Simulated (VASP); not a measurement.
Write the native input for VASP 6.6.1 that does the following.

| Item | Value |
| --- | --- |
| Task | single point |
| Functional | r2SCAN |
| Potentials or basis | VASP PAW PBE potentials, release 64 (K_sv, Ta_pv, O) |
| Cutoff | 520 eV |
| k mesh | 6 × 6 × 6 |
| Occupations | gaussian, width 0.05 eV |
| Spin | no spin polarisation |
| Dipole correction | no |
| Further INCAR settings | ALGO = Normal; EDIFF = 1e-07; NBANDS = 27 |

Crystal: KTaO3.

```
CELL_PARAMETERS angstrom
4.18771 0.00000 0.00000
0.00000 4.18771 0.00000
0.00000 0.00000 4.18771
ATOMIC_POSITIONS crystal
K 0.50000 0.50000 0.50000
Ta 0.00000 0.00000 0.00000
O 0.50000 0.00000 0.00000
O 0.00000 0.50000 0.00000
O 0.00000 0.00000 0.50000
```

This cell differs from its parent crystal: strain +0.050 along x and y, +0.050 along z.

The input as run:

POSCAR

```
KTaO3
1.0
    4.1877150000      0.0000000000      0.0000000000
    0.0000000000      4.1877150000      0.0000000000
    0.0000000000      0.0000000000      4.1877150000
K Ta O
1 1 3
Direct
    0.5000000000      0.5000000000      0.5000000000
    0.0000000000      0.0000000000      0.0000000000
    0.5000000000      0.0000000000      0.0000000000
    0.0000000000      0.5000000000      0.0000000000
    0.0000000000      0.0000000000      0.5000000000
```

INCAR.step1

```
ALGO = Normal
EDIFF = 1E-4
ENCUT = 520
GGA = PE
ISMEAR = 0
LASPH = True
LCHARG = False
LREAL = False
LWAVE = True
NBANDS = 27
NELM = 100
PREC = Accurate
SIGMA = 0.05
```

INCAR.step2

```
ALGO = Normal
EDIFF = 1E-7
ENCUT = 520
ISIF = 2
ISMEAR = 0
ISTART = 1
LASPH = True
LCHARG = False
LMIXTAU = True
LREAL = False
LWAVE = False
METAGGA = R2SCAN
NBANDS = 27
NELM = 100
PREC = Accurate
SIGMA = 0.05
```

KPOINTS

```
k-points
0
Gamma
  6 6 6
```

Potentials or basis: VASP PAW PBE potentials, release 64 (K_sv, Ta_pv, O).

Command:

```sh
$ cat potpaw_PBE.64/K_sv/POTCAR potpaw_PBE.64/Ta_pv/POTCAR potpaw_PBE.64/O/POTCAR > POTCAR
$ cp INCAR.step1 INCAR
$ mpirun -np 1 vasp_std > vasp.out
$ cp INCAR.step2 INCAR
$ mpirun -np 1 vasp_std > vasp.out
```

Results of the run:

```
Pressure               : -21.5 GPa
Band gap on the k mesh : 2.20 eV (least direct gap 2.86 eV)
```

Caveat: the cell differs from its parent crystal (strain +0.050 along x and y, +0.050 along z); the cell stands under tension; the PAW data sets were made with another functional, which shifts forces and pressure a little; spin-orbit coupling is left out, which moves the levels of the heavy elements.

Wall time 52 s on 1 thread of Intel(R) Xeon(R) 6975P-C (Granite Rapids), on a shared host, peak memory 0.21 GiB.
